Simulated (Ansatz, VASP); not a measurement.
Given: the input of a run of Ansatz 0.2.0 on Sc.

The input input.yaml:

```yaml
crystal:
  lattice:
    - [3.309, 0.0, 0.0]
    - [-1.6545, 2.8656780611, 0.0]
    - [0.0, 0.0, 5.2733]
  atoms:
    - { symbol: Sc, position: [0.6666666667, 0.3333333333, 0.75] }
    - { symbol: Sc, position: [0.3333333333, 0.6666666667, 0.25] }
kpoints:
  mp_grid: { grid: [9, 9, 5] }
scf:
  occupations: { method: fermi_dirac, width: 0.05 }
hamiltonian:
  xc: pbesol
  pseudopotentials: { kind: all_electron, lapw: { basis_error: 0.001 } }
output:
  forces: true
  stress: true
  eigenvalues: true
  populations: true
```

Potentials or basis: all-electron LAPW, scalar-relativistic.

Command:

```console
$ ansatz run input.yaml --threads 1 --pin off --max-ram 3072MiB --backend cpu --events-out ev --progress --plain --runs-dir out
```

**Question.** Set up the same calculation for VASP 6.6.1. Potentials there: VASP PAW PBE potentials, release 64 (Sc_sv).

**Answer.** As run (the cutoff follows the program's own potentials):

INCAR

```
SYSTEM = Sc
ALGO = Normal
EDIFF = 1E-6
ENCUT = 520
GGA = PS
ISIF = 2
ISMEAR = -1
LASPH = .True.
LCHARG = .True.
LELF = .True.
LREAL = .False.
LVHAR = .True.
LWAVE = .False.
NBANDS = 18
NELM = 60
PREC = Accurate
SIGMA = 0.05
```

File KPOINTS:

```
k-points
0
Gamma
  9 9 5
  0 0 0
```

Contents of POSCAR:

```
Sc
1.0
    3.3090000000      0.0000000000      0.0000000000
   -1.6545000000      2.8656780611      0.0000000000
    0.0000000000      0.0000000000      5.2733000000
Sc
2
Direct
    0.6666666667      0.3333333333      0.7500000000
    0.3333333333      0.6666666667      0.2500000000
```

Potentials or basis: VASP PAW PBE potentials, release 64 (Sc_sv).

Command:

```bash
$ cat potpaw_PBE.64/Sc_sv/POTCAR > POTCAR
$ mpirun -np 1 vasp_std > vasp.out
```

Both were run:

|  | VASP | Ansatz | Ansatz less VASP |
| --- | --- | --- | --- |
| gap on the k mesh at the Fermi level (eV) | none | none | - |
| pressure (GPa) | -2.8 | -2.8 | +0.01 |
| traceless stress, the component that is largest in VASP (GPa) | -1.04 | -1.04 | -0.002 |

VASP's potentials were made for PBE, not for PBEsol. A gap of «none» marks a metal or a gap that the smearing closes. Ansatz ran all-electron here, and VASP with PAW potentials.
